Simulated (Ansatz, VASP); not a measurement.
**Two plane-wave programs on GaN**

The input INCAR:

```
PREC = Accurate
ENCUT = 520
EDIFF = 1E-7
ISMEAR = 0
SIGMA = 0.05
LREAL = False
LASPH = True
NELM = 100
ALGO = Normal
ISIF = 2
LWAVE = False
LCHARG = False
GGA = PE
NBANDS = 26
```

KPOINTS

```
regular mesh
0
Gamma
  12 12 6
```

Contents of POSCAR:

```
GaN
1.0
    3.2184289119      0.0000000000      0.0000000000
   -1.6092144560      2.7872411979      0.0000000000
    0.0000000000      0.0000000000      5.3216758876
Ga N
2 2
Direct
    0.3333333333      0.6666666667      0.9991316867
    0.6666666667      0.3333333333      0.4991316867
    0.3333333333      0.6666666667      0.3758683133
    0.6666666667      0.3333333333      0.8758683133
```

Input for Ansatz:

```yaml
crystal:
  lattice:
    - [3.2184289119, 0.0, 0.0]
    - [-1.609214456, 2.7872411979, 0.0]
    - [0.0, 0.0, 5.3216758876]
  atoms:
    - { symbol: Ga, position: [0.3333333333, 0.6666666667, 0.9991316867] }
    - { symbol: Ga, position: [0.6666666667, 0.3333333333, 0.4991316867] }
    - { symbol: "N", position: [0.3333333333, 0.6666666667, 0.3758683133] }
    - { symbol: "N", position: [0.6666666667, 0.3333333333, 0.8758683133] }
basis:
  ecutwfc: 420
kpoints:
  mp_grid: { grid: [12, 12, 6] }
hamiltonian:
  xc: pbe
scf:
  occupations: { method: gaussian, width: 0.05 }
output:
  forces: true
  stress: true
  eigenvalues: true
```

Change from the starting cell: strain +0.000 along x and y, +0.015 along z, atoms carried along.

Alike in both runs: task single point; functional PBE; k mesh 12 × 12 × 6; occupations gaussian, width 0.05 eV; no spin polarisation.

|  | VASP | Ansatz |
| --- | --- | --- |
| version | VASP 6.6.1 | Ansatz 0.2.0 |
| potentials or method | VASP PAW PBE potentials, release 64 (Ga_d, N), cutoff 520 eV | scalar-relativistic, plane waves, PAW |
| valence electrons in the cell | 36 | 36 |

```tsv
	VASP	Ansatz	Ansatz less VASP
gap on the k mesh at the Fermi level (eV)	1.58	1.57	-0.004
least direct gap on the mesh (eV)	1.58	1.57	-0.004
pressure (GPa)	-2.3	-2.4	-0.15
traceless stress, the component that is largest in VASP (GPa)	-3.20	-3.23	-0.025
rms of the force components (eV/Å)	0.059	0.060	+0.0012
```

Atom by atom the forces differ by 0.001 eV/Å (rms over components).
